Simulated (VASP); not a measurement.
ZrO2, 3 atoms in the cell. The structure is cubic, space group Fm-3m (No. 225). Conventional cell: a = 5.070 Å, b = 5.070 Å, c = 5.070 Å, α = 90.00°, β = 90.00°, γ = 90.00°. Zr (site symmetry m-3m) has 8 O at 2.20 Å within 2.9 Å. O (site symmetry -43m) has 4 Zr at 2.20 Å and 6 O at 2.54 Å within 2.9 Å. 

```yaml
Program: VASP 6.6.1
Task: relaxation of cell and atoms
Functional: PBE
Potentials_or_basis: VASP PAW PBE potentials, release 64 (Zr_sv, O)
Cutoff: 600 eV
k_mesh: 8 × 8 × 8
Occupations: gaussian, width 0.01 eV
Spin: no spin polarisation
Dipole_correction: no
Further_INCAR_settings: ALGO = Normal; EDIFF = 1e-07; IBRION = 2; EDIFFG = -0.01; NSW = 80; ISIF = 3
```

Potentials or basis: VASP PAW PBE potentials, release 64 (Zr_sv, O).

The run is started by

```sh
$ cat potpaw_PBE.64/Zr_sv/POTCAR potpaw_PBE.64/O/POTCAR > POTCAR
$ mpirun -np 1 vasp_std > vasp.out
```

Hardware: 1 thread of AMD EPYC 9R45 96-Core Processor (Zen 5) (shared host).

Q: Estimate the wall time of this run.

A: Wall time 36 s on 1 thread of AMD EPYC 9R45 96-Core Processor (Zen 5), on a shared host, peak memory 0.15 GiB. Counts: scf iterations 36, k points 29, ion steps 3.
